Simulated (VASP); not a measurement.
# WSe2 in VASP: further runs

WSe2 is run at these levels: PBEsol; tasks: single point.

All numbers are computed with VASP 6.6.1; they aren't measurements. Logs are shortened: lines on timing, memory, paths and dates and some standing lists are left out, and cuts for length are marked.

## (1) The cell of the first run

The cell holds a slab with vacuum, 3 atoms: a = 3.303 Å, b = 3.303 Å, c = 15.995 Å, α = 90.00°, β = 90.00°, γ = 120.00°.

## (2) Single point, PBEsol (uniaxial strain along c: -4.0 %)

INCAR reads:

```
SYSTEM = WSe2
  ALGO = Normal
  EDIFF = 1E-6
  ENCUT = 520
  GGA = PS
  ISIF = 2
  ISMEAR = 0
  LASPH = .True.
  LCHARG = .True.
  LELF = .True.
  LREAL = .False.
  LVHAR = .True.
  LWAVE = .False.
  NBANDS = 20
  NELM = 80
  PREC = Accurate
  SIGMA = 0.02
```

KPOINTS reads:

```
k-points
0
Gamma
  12 12 2
  0 0 0
```

POSCAR reads:

```
WSe2
1.0
    3.3029552052      0.0000000000      0.0000000000
   -1.6514776026      2.8604431153      0.0000000000
    0.0000000000      0.0000000000     15.9947682918
W Se
1 2
Direct
    0.0000000001     -0.0000000001      0.0000000000
    0.3333333333      0.6666666667      0.1024492859
    0.3333333333      0.6666666667      0.8975507141
```

Potentials or basis: VASP PAW PBE potentials, release 64 (W_sv, Se).

On the command line:

```console
cat potpaw_PBE.64/W_sv/POTCAR potpaw_PBE.64/Se/POTCAR > POTCAR
mpirun -np 1 vasp_std > vasp.out
```

OUTCAR:

```text
SYSTEM = WSe2
   EDIFF = 1E-6
   ENCUT = 520
   GGA = PS
   ISIF = 2
   ISMEAR = 0
   LASPH = .True.
   LREAL = .False.
   NELM = 80
   PREC = Accurate

 ion  position               nearest neighbor table
   1  0.000  1.000  0.000-   2 2.51   3 2.51   2 2.51   3 2.51   2 2.51   3 2.51
   2  0.333  0.667  0.102-   1 2.51   1 2.51   1 2.51
   3  0.333  0.667  0.898-   1 2.51   1 2.51   1 2.51

  LATTYP: Found a hexagonal cell.
 ALAT       =     3.3029552052
 C/A-ratio  =     4.8425628863

  Lattice vectors:

 A1 = (   3.3029552052,   0.0000000000,   0.0000000000)
 A2 = (  -1.6514776026,   2.8604431153,   0.0000000000)
 A3 = (   0.0000000000,   0.0000000000,  15.9947682918)

Analysis of symmetry for initial positions (statically):
=====================================================================
 Subroutine PRICEL returns:
 Original cell was already a primitive cell.

 Routine SETGRP: Setting up the symmetry group for a
 hexagonal supercell.

 Subroutine GETGRP returns: Found 12 space group operations
 (whereof 12 operations were pure point group operations)
 out of a pool of 24 trial point group operations.

The static configuration has the point symmetry D_3h.

Analysis of symmetry for dynamics (positions and initial velocities):
=====================================================================
 Subroutine PRICEL returns:
 Original cell was already a primitive cell.

 Routine SETGRP: Setting up the symmetry group for a
 hexagonal supercell.

 Subroutine GETGRP returns: Found 12 space group operations
 (whereof 12 operations were pure point group operations)
 out of a pool of 24 trial point group operations.

The dynamic configuration has the point symmetry D_3h.

 Subroutine INISYM returns: Found 12 space group operations
 (whereof 12 operations are pure point group operations),
 and found     1 'primitive' translations

----------------------------------------------------------------------------------------

                                     Primitive cell

  volume of cell :     151.1172

  direct lattice vectors                    reciprocal lattice vectors
     3.302955205  0.000000000  0.000000000     0.302759177  0.174798092  0.000000000
    -1.651477603  2.860443115  0.000000000     0.000000000  0.349596185  0.000000000
     0.000000000  0.000000000 15.994768292     0.000000000  0.000000000  0.062520443

  length of vectors
     3.302955205  3.302955205 15.994768292     0.349596185  0.349596185  0.062520443

  position of ions in fractional coordinates (direct lattice)
     0.000000000  1.000000000  0.000000000
     0.333333333  0.666666667  0.102449286
     0.333333333  0.666666667  0.897550714

  ion indices of the primitive-cell ions
   primitive index   ion index
                 1           1
                 2           2
                 3           3

----------------------------------------------------------------------------------------

 KPOINTS: k-points

Automatic generation of k-mesh.
 Grid dimensions read from file:
 generate k-points for:   12   12    2

 Generating k-lattice:

  Cartesian coordinates                     Fractional coordinates (reciprocal lattice)
     0.025229931  0.014566508  0.000000000     0.083333333  0.000000000  0.000000000
     0.000000000  0.029133015  0.000000000     0.000000000  0.083333333  0.000000000
     0.000000000  0.000000000  0.031260222     0.000000000  0.000000000  0.500000000

  Length of vectors
     0.029133015  0.029133015  0.031260222

  Shift w.r.t. Gamma in fractional coordinates (k-lattice)
     0.000000000  0.000000000  0.000000000

 Subroutine IBZKPT returns following result:
 ===========================================

 Found     38 irreducible k-points:

 Following reciprocal coordinates:
            Coordinates               Weight
  0.000000  0.000000  0.000000      1.000000
  0.083333  0.000000  0.000000      6.000000
  0.166667  0.000000  0.000000      6.000000
  0.250000 -0.000000  0.000000      6.000000
  0.333333  0.000000  0.000000      6.000000
  0.416667  0.000000  0.000000      6.000000
[... 16 lines left out ...]
  0.250000 -0.000000  0.500000      6.000000
  0.333333  0.000000  0.500000      6.000000
 [... further k-points ...]
   k-points           NKPTS =     38   k-points in BZ     NKDIM =     38   number of bands    NBANDS=     20
   number of dos      NEDOS =    301   number of ions     NIONS =      3
   total plane-waves  NPLWV =  94080
   dimension x,y,z NGX =    28 NGY =   28 NGZ =  120
   dimension x,y,z NGXF=    56 NGYF=   56 NGZF=  240
   ions per type =               1   2
   NGX,Y,Z   is equivalent  to a cutoff of  14.09, 14.09, 12.47 a.u.
   NGXF,Y,Z  is equivalent  to a cutoff of  28.19, 28.19, 24.95 a.u.
 SYSTEM =  WSe2
   PREC   = accura    normal or accurate (medium, high low for compatibility)
   ISTART =      0    job   : 0-new  1-cont  2-samecut
   ICHARG =      2    charge: 1-file 2-atom 10-const
[... 37 lines left out ...]
 non-spin polarized calculation
 Gauss-broadening in eV      SIGMA  =   0.02
  energy-cutoff  :      520.00
  volume of cell :      151.12
 maximum number of plane-waves:      4098
 NGX is ok and might be reduce to    28
   NGX = 13   NGY = 13   NGZ = 59

 number of electron      26.0000003 magnetization

 Free energy of the ion-electron system (eV)
  ---------------------------------------------------
  ext. energy  EPLUGINS =         0.00000000
  ---------------------------------------------------
  free energy    TOTEN  =       -23.21660190 eV

  energy without entropy =      -23.21660190  energy(sigma->0) =      -23.21660190

 E-fermi :  -0.5386     XC(G=0):  -4.9750

 val. band max:       -0.7915599183   @ k =   0.3333   0.3333   0.0000
 cond. band min:       0.7190643174   @ k =   0.3333   0.3333   0.0000
 fundamental gap:      1.5106242357
 Fermi energy:        -0.5385718641

 k-point     1 :       0.0000    0.0000    0.0000
  band No.  band energies     occupation
      1     -74.7248      2.00000
      2     -38.9756      2.00000
      3     -38.8651      2.00000
      4     -38.8651      2.00000
      5     -15.6521      2.00000
      6     -14.2592      2.00000
[... 12 lines left out ...]
     19       4.3688      0.00000
     20       4.4569      0.00000

 k-point     2 :       0.0833    0.0000    0.0000
  band No.  band energies     occupation
      1     -74.7241      2.00000
      2     -38.9726      2.00000
      3     -38.8807      2.00000
      4     -38.8688      2.00000
      5     -15.5470      2.00000
      6     -14.2101      2.00000
[... 12 lines left out ...]
     19       4.5071      0.00000
     20       4.8366      0.00000

 k-point     3 :       0.1667    0.0000    0.0000
  band No.  band energies     occupation
      1     -74.7223      2.00000
      2     -38.9643      2.00000
      3     -38.9232      2.00000
      4     -38.8787      2.00000
      5     -15.2461      2.00000
      6     -14.0700      2.00000
[... 12 lines left out ...]
     19       4.8895      0.00000
     20       5.6192      0.00000

 k-point     4 :       0.2500   -0.0000    0.0000
  band No.  band energies     occupation
      1     -74.7198      2.00000
      2     -38.9806      2.00000
      3     -38.9530      2.00000
      4     -38.8922      2.00000
      5     -14.7945      2.00000
      6     -13.8620      2.00000
[... 12 lines left out ...]
     19       5.4625      0.00000
     20       6.0738      0.00000

 k-point     5 :       0.3333    0.0000    0.0000
  band No.  band energies     occupation
      1     -74.7173      2.00000
      2     -39.0374      2.00000
      3     -38.9417      2.00000
      4     -38.9057      2.00000
      5     -14.2775      2.00000
      6     -13.6301      2.00000
[... 12 lines left out ...]
     19       5.8602      0.00000
     20       6.0587      0.00000
[... 353 lines left out ...]
      6     -14.2101      2.00000
[... 12 lines left out ...]
     19       4.1463      0.00000
     20       5.1562      0.00000

 k-point    22 :       0.1667    0.0000    0.5000
  band No.  band energies     occupation
      1     -74.7223      2.00000
      2     -38.9643      2.00000
      3     -38.9232      2.00000
      4     -38.8787      2.00000
      5     -15.2461      2.00000
      6     -14.0700      2.00000
[... 12 lines left out ...]
     19       4.6084      0.00000
     20       6.0774      0.00000

 k-point    23 :       0.2500   -0.0000    0.5000
  band No.  band energies     occupation
      1     -74.7198      2.00000
      2     -38.9806      2.00000
      3     -38.9530      2.00000
      4     -38.8922      2.00000
      5     -14.7945      2.00000
      6     -13.8620      2.00000
[... 12 lines left out ...]
     19       5.1399      0.00000
     20       6.4720      0.00000

 k-point    24 :       0.3333    0.0000    0.5000
  band No.  band energies     occupation
      1     -74.7173      2.00000
      2     -39.0373      2.00000
      3     -38.9417      2.00000
      4     -38.9057      2.00000
      5     -14.2775      2.00000
      6     -13.6301      2.00000
[... 12 lines left out ...]
     19       5.8700      0.00000
     20       5.9776      0.00000

 [... further k-points ...]
[... 5 lines left out ...]
  --------------------------------------------------------------------------------------
  -------------------------------------------------------------------------------------
  Total       -0.2267056     -0.2267056      1.4976549      0.0000000     -0.0000000      0.0000000
  in kB       -2.4035820     -2.4035820     15.8784602      0.0000000     -0.0000000      0.0000000
  external PRESSURE =       3.6904321 kB  Pullay stress =       0.0000000 kB

 VOLUME and BASIS-vectors are now :
 -----------------------------------------------------------------------------
  energy-cutoff  :      520.00
  volume of cell :      151.12
      direct lattice vectors                 reciprocal lattice vectors
     3.302955205  0.000000000  0.000000000     0.302759177  0.174798092  0.000000000
    -1.651477603  2.860443115  0.000000000     0.000000000  0.349596185  0.000000000
     0.000000000  0.000000000 15.994768292     0.000000000  0.000000000  0.062520443

 POSITION                                       TOTAL-FORCE (eV/Angst)
 -----------------------------------------------------------------------------------
     -1.65148      2.86044      0.00000        -0.000000     -0.000000      0.000000
     -0.00000      1.90696      1.63865         0.000000     -0.000000      0.460207
     -0.00000      1.90696     14.35612         0.000000      0.000000     -0.460207
 -----------------------------------------------------------------------------------
    total drift:                               -0.000000      0.000000     -0.000000

  FREE ENERGIE OF THE ION-ELECTRON SYSTEM (eV)
  ---------------------------------------------------
  free  energy   TOTEN  =       -23.2166018968 eV

  energy  without entropy=      -23.2166018968  energy(sigma->0) =      -23.21660190
```

It took 73 s on 1 thread of Intel Xeon 6975P-C (Granite Rapids), shared host; peak memory 0.35 GiB.

Results:

- Free energy: -23.2166 eV
- Largest force: 0.460 eV/Å
- Band gap on the k mesh: 1.51 eV

Forces in eV/Å, atoms in the order of the input:
```
W    0.000  0.000  0.000
Se   0.000  0.000  0.460
Se   0.000  0.000 -0.460
```

Caveat: the cell differs from its parent crystal (uniaxial strain along c: -4.0 %); the PAW data sets were made with another functional, which shifts forces and pressure a little; spin-orbit coupling is left out, which moves the levels of the heavy elements.

## (3) Single point, PBEsol (uniaxial strain along c: -2.0 %)

INCAR reads:

```
  PREC = Accurate
  ENCUT = 520
  EDIFF = 1E-6
  ISMEAR = 0
  SIGMA = 0.02
  LREAL = False
  LASPH = True
  NELM = 80
  ALGO = Normal
  ISIF = 2
  LWAVE = False
  LCHARG = True
  GGA = PS
  LELF = True
  LVHAR = True
  NBANDS = 20
```

KPOINTS reads:

```
Automatic mesh
0
Gamma
  12 12 2
```

POSCAR reads:

```
WSe2
1.0
    3.2866039418      0.0000000000      0.0000000000
   -1.6433019709      2.8462825058      0.0000000000
    0.0000000000      0.0000000000     16.3279926312
W Se
1 2
Direct
    0.0000000000      0.0000000000      0.0000000000
    0.3333333333      0.6666666667      0.1003992721
    0.3333333333      0.6666666667      0.8996007279
```

Potentials or basis: VASP PAW PBE potentials, release 64 (W_sv, Se).

On the command line:

```console
cat potpaw_PBE.64/W_sv/POTCAR potpaw_PBE.64/Se/POTCAR > POTCAR
mpirun -np 1 vasp_std > vasp.out
```

Run time: 53 s. Hardware: 1 thread of Intel Xeon 6975P-C (Granite Rapids), shared host; peak memory 0.31 GiB.

The run converged. Its results:

```yaml
Free_energy: -23.2166 eV
Largest_force: 0.567 eV/Å
Band_gap_on_the_k_mesh: 1.56 eV
```

Forces on the atoms (eV/Å):
```
W    0.000  0.000  0.000
Se   0.000  0.000  0.567
Se   0.000  0.000 -0.567
```

Levels at points of the mesh, in eV from the valence-band top:
| k point | band 11 | band 12 | band 13 | band 14 | band 15 | band 16 |
| --- | --- | --- | --- | --- | --- | --- |
| (0.00, 0.00, 0.00) | -1.30 | -1.30 | -0.24 | 3.06 | 3.06 | 3.33 |
| (0.50, 0.00, 0.00) | -2.05 | -0.99 | -0.94 | 2.45 | 2.86 | 3.85 |
| (0.00, 0.00, 0.50) | -1.30 | -1.30 | -0.24 | 3.06 | 3.06 | 3.33 |
| (0.50, 0.00, 0.50) | -2.05 | -0.99 | -0.94 | 2.45 | 2.86 | 3.85 |

Caveat: the cell differs from its parent crystal (uniaxial strain along c: -2.0 %); the PAW data sets were made with another functional, which shifts forces and pressure a little; spin-orbit coupling is left out, which moves the levels of the heavy elements.

## (4) Single point, PBEsol

This run uses another cell than the first one.

INCAR reads:

```
SYSTEM = WSe2
ALGO = Normal ; EDIFF = 1E-7
ENCUT = 520 ; GGA = PS
ISIF = 2 ; ISMEAR = 0
LASPH = .TRUE. ; LCHARG = .FALSE.
LREAL = .FALSE. ; LWAVE = .FALSE.
NBANDS = 20 ; NELM = 60
PREC = Accurate ; SIGMA = 0.02
```

KPOINTS reads:

```
k-points
0
G
  12 12 2
  0 0 0
```

POSCAR reads:

```
WSe2
1.0
    3.2702526784      0.0000000000      0.0000000000
   -1.6351263392      2.8321218963      0.0000000000
    0.0000000000      0.0000000000     16.6612169706
W Se
1 2
Direct
    0.0000000000      0.0000000000      0.0000000000
    0.3333333333      0.6666666667      0.1003992721
    0.3333333333      0.6666666667      0.8996007279
```

On the command line:

```console
cat potpaw_PBE.64/W_sv/POTCAR potpaw_PBE.64/Se/POTCAR > POTCAR
mpirun -np 1 vasp_std > vasp.out
```

Run time: 57 s. Hardware: 1 thread of Intel Xeon 6975P-C (Granite Rapids), shared host; peak memory 0.31 GiB.

Results (log left out):

```
Free energy            : -23.2350 eV
Largest force          : 0.060 eV/Å
Band gap on the k mesh : 1.69 eV
```

Forces on the atoms (eV/Å):
```
W    0.000  0.000  0.000
Se   0.000  0.000  0.060
Se   0.000  0.000 -0.060
```

Levels at points of the mesh, in eV from the valence-band top:
```
           k point  band 9  band 10  band 11  band 12  band 13  band 14  band 15  band 16  band 17  band 18
(0.00, 0.00, 0.00)   -2.34    -2.25    -1.18    -1.18    -0.41     3.06     3.06     3.26     3.26     4.36
(0.50, 0.00, 0.00)   -4.25    -3.00    -2.18    -1.02    -0.85     2.53     2.86     3.76     4.45     4.53
(0.00, 0.00, 0.50)   -2.34    -2.25    -1.18    -1.18    -0.41     3.06     3.06     3.26     3.26     4.45
(0.50, 0.00, 0.50)   -4.25    -3.00    -2.18    -1.02    -0.85     2.53     2.86     3.76     4.45     4.53
```

Caveat: the PAW data sets were made with another functional, which shifts forces and pressure a little; spin-orbit coupling is left out, which moves the levels of the heavy elements.

## (5) Single point, PBEsol

This run uses another cell than the first one.

INCAR reads:

```
  ALGO = Normal
  EDIFF = 1E-7
  ENCUT = 520
  GGA = PS
  ISIF = 2
  ISMEAR = 0
  LASPH = True
  LCHARG = True
  LELF = True
  LREAL = False
  LVHAR = True
  LWAVE = False
  NBANDS = 20
  NELM = 80
  PREC = Accurate
  SIGMA = 0.02
```

KPOINTS reads:

```
k-points
0
Gamma
  12 12 2
```

POSCAR is that of step 4.

On the command line:

```console
cat potpaw_PBE.64/W_sv/POTCAR potpaw_PBE.64/Se/POTCAR > POTCAR
mpirun -np 1 vasp_std > vasp.out
```

Run time: 67 s. Hardware: 1 thread of Intel Xeon 6975P-C (Granite Rapids), shared host; peak memory 0.3 GiB.

The run converged. Its results:

```yaml
Free_energy: -23.2350 eV
Largest_force: 0.060 eV/Å
Band_gap_on_the_k_mesh: 1.69 eV
```

Forces in eV/Å, atoms in the order of the input:
```
W    0.000  0.000  0.000
Se   0.000  0.000  0.060
Se   0.000  0.000 -0.060
```

Levels at points of the mesh, in eV from the valence-band top:
```csv
k point,band 9,band 10,band 11,band 12,band 13,band 14,band 15,band 16,band 17,band 18
"(0.00, 0.00, 0.00)",-2.34,-2.25,-1.18,-1.18,-0.41,3.06,3.06,3.26,3.26,4.36
"(0.50, 0.00, 0.00)",-4.25,-3.00,-2.18,-1.02,-0.85,2.53,2.86,3.76,4.45,4.53
"(0.00, 0.00, 0.50)",-2.34,-2.25,-1.18,-1.18,-0.41,3.06,3.06,3.26,3.26,4.45
"(0.50, 0.00, 0.50)",-4.25,-3.00,-2.18,-1.02,-0.85,2.53,2.86,3.76,4.45,4.53
```

Caveat: the PAW data sets were made with another functional, which shifts forces and pressure a little; spin-orbit coupling is left out, which moves the levels of the heavy elements.

## (6) Single point, PBEsol (uniaxial strain along c: +2.0 %)

INCAR reads:

```
PREC = Accurate
ENCUT = 520
EDIFF = 1E-6
ISMEAR = 0
SIGMA = 0.02
LREAL = F
LASPH = T
NELM = 60
ALGO = Normal
ISIF = 2
LWAVE = F
LCHARG = T
GGA = PS
LELF = T
LVHAR = T
NBANDS = 20
```

KPOINTS reads:

```
regular mesh
0
Gamma
  12 12 2
```

POSCAR reads:

```
WSe2
1.0
    3.2539014151      0.0000000000      0.0000000000
   -1.6269507075      2.8179612868      0.0000000000
    0.0000000000      0.0000000000     16.9944413101
W Se
1 2
Direct
    0.0000000000      0.0000000000      0.0000000000
    0.3333333333      0.6666666667      0.1003992721
    0.3333333333      0.6666666667      0.8996007279
```

Potentials or basis: VASP PAW PBE potentials, release 64 (W_sv, Se).

On the command line:

```console
cat potpaw_PBE.64/W_sv/POTCAR potpaw_PBE.64/Se/POTCAR > POTCAR
mpirun -np 1 vasp_std > vasp.out
```

Run time: 60 s. Hardware: 1 thread of Intel Xeon 6975P-C (Granite Rapids), shared host; peak memory 0.31 GiB.

Results (log left out):

| Item | Value |
| --- | --- |
| Free energy | -23.2223 eV |
| Largest force | 0.413 eV/Å |
| Band gap on the k mesh | 1.56 eV (least direct gap 1.82 eV) |

Forces on the atoms (eV/Å):
```
W    0.000  0.000  0.000
Se   0.000  0.000 -0.413
Se   0.000  0.000  0.413
```

Levels at points of the mesh, in eV from the valence-band top:
| k point | band 11 | band 12 | band 13 | band 14 | band 15 | band 16 |
| --- | --- | --- | --- | --- | --- | --- |
| (0.00, 0.00, 0.00) | -1.04 | -1.04 | -0.57 | 3.08 | 3.08 | 3.20 |
| (0.50, 0.00, 0.00) | -2.31 | -1.06 | -0.74 | 2.61 | 2.83 | 3.68 |
| (0.00, 0.00, 0.50) | -1.04 | -1.04 | -0.57 | 3.08 | 3.08 | 3.20 |
| (0.50, 0.00, 0.50) | -2.31 | -1.06 | -0.74 | 2.61 | 2.83 | 3.68 |

Caveat: the cell differs from its parent crystal (uniaxial strain along c: +2.0 %); the PAW data sets were made with another functional, which shifts forces and pressure a little; spin-orbit coupling is left out, which moves the levels of the heavy elements.

## (7) Summary

| cell | gap on the mesh (eV) | largest force (eV/Å) |
| --- | --- | --- |
| a = 3.303, b = 3.303, c = 15.995 Å, angles 90.0, 90.0, 120.0°, 3 atoms, atomic positions A | 1.51 | 0.46 |
| a = 3.287, b = 3.287, c = 16.328 Å, angles 90.0, 90.0, 120.0°, 3 atoms, atomic positions B | 1.56 | 0.57 |
| a = 3.270, b = 3.270, c = 16.661 Å, angles 90.0, 90.0, 120.0°, 3 atoms, atomic positions B | 1.69 | 0.06 |
| a = 3.254, b = 3.254, c = 16.994 Å, angles 90.0, 90.0, 120.0°, 3 atoms, atomic positions B | 1.56 | 0.41 |

Alike in all rows: task single point; level PBEsol; potentials or basis VASP PAW PBE potentials, release 64 (W_sv, Se); no spin polarisation; k mesh 12 × 12 × 2; cutoff (eV) 520; smearing gaussian 0.02 eV.

Caveats: the PAW data sets were made with another functional, which shifts forces and pressure a little; spin-orbit coupling is left out, which moves the levels of the heavy elements.

Absolute energies hang on the potentials; compare differences alone.
